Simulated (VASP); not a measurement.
Set up this calculation in VASP 6.6.1, as the native input.

```yaml
Task: single point
Functional: PBE
Dispersion: D3(BJ)
Potentials_or_basis: VASP PAW PBE potentials, release 64 (Mo_sv, S)
Cutoff: 520 eV
k_mesh: 9 × 9 × 9, shifted
Occupations: gaussian, width 0.05 eV
Spin: no spin polarisation
Dipole_correction: no
Further_INCAR_settings: ALGO = Normal; EDIFF = 1e-06; NBANDS = 20
```

The structure of MoS2 lies in POSCAR:

```
MoS2
1.0
    1.5768837490      0.9102367723      5.9953800087
   -1.5763179769      0.9102658176      5.9952268736
    0.0003080400     -1.8205173499      5.9953056813
Mo S
1 2
Direct
    0.0000110496      0.0000176070      0.0000233421
    0.7535162145      0.7536101381      0.7535616637
    0.5797727358      0.5796722548      0.5797149941
```

One way to write it, as run:

INCAR

```
SYSTEM = MoS2
  PREC = Accurate
  ENCUT = 520
  EDIFF = 1E-6
  ISMEAR = 0
  SIGMA = 0.05
  LREAL = .FALSE.
  LASPH = .TRUE.
  NELM = 80
  ALGO = Normal
  ISIF = 2
  LWAVE = .FALSE.
  LCHARG = .FALSE.
  GGA = PE
  IVDW = 12
  NBANDS = 20
```

KPOINTS

```
Automatic mesh
0
Gamma
  9 9 9
  0.5 0.5 0.5
```

Potentials or basis: VASP PAW PBE potentials, release 64 (Mo_sv, S).

Run with:

```bash
$ cat potpaw_PBE.64/Mo_sv/POTCAR potpaw_PBE.64/S/POTCAR > POTCAR
$ mpirun -np 1 vasp_std > vasp.out
```

Results of the run:

```
Pressure                   : -0.1 GPa
Largest force              : 0.012 eV/Å
Band gap on the k mesh     : 0.88 eV, indirect (least direct gap 1.77 eV)
Dispersion energy per atom : -0.440 eV
```

It took 20 min on 1 thread of Oxide Virtual Turin-like Processor, on a shared host, peak memory 0.54 GiB.
